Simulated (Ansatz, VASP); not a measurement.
## One calculation of SrTiO3, two programs

```xyz
5
Lattice="3.9310 0.0000 0.0000 0.0000 3.9310 0.0000 0.0000 0.0000 3.9310" Properties=species:S:1:pos:R:3 pbc="T T T"
Sr    1.9655    1.9655    1.9655
Ti    0.0000    0.0000    0.0000
O     1.9655    0.0000    0.0000
O     0.0000    1.9655    0.0000
O     0.0000    0.0000    1.9655
```

Alike in both runs: task single point; functional PBE; k mesh 8 × 8 × 8; occupations gaussian, width 0.02 eV; no spin polarisation.

|  | VASP | Ansatz |
| --- | --- | --- |
| version | VASP 6.6.1 | Ansatz 0.2.0 |
| potentials or method | VASP PAW PBE potentials, release 64 (Sr_sv, Ti_sv, O), cutoff 520 eV | scalar-relativistic, plane waves, PAW |
| valence electrons in the cell | 40 | 40 |

|  | VASP | Ansatz | Ansatz less VASP |
| --- | --- | --- | --- |
| gap on the k mesh at the Fermi level (eV) | 1.82 | 1.85 | +0.031 |
| least direct gap on the mesh (eV) | 2.19 | 2.21 | +0.020 |
| pressure (GPa) | 1.3 | 0.7 | -0.61 |
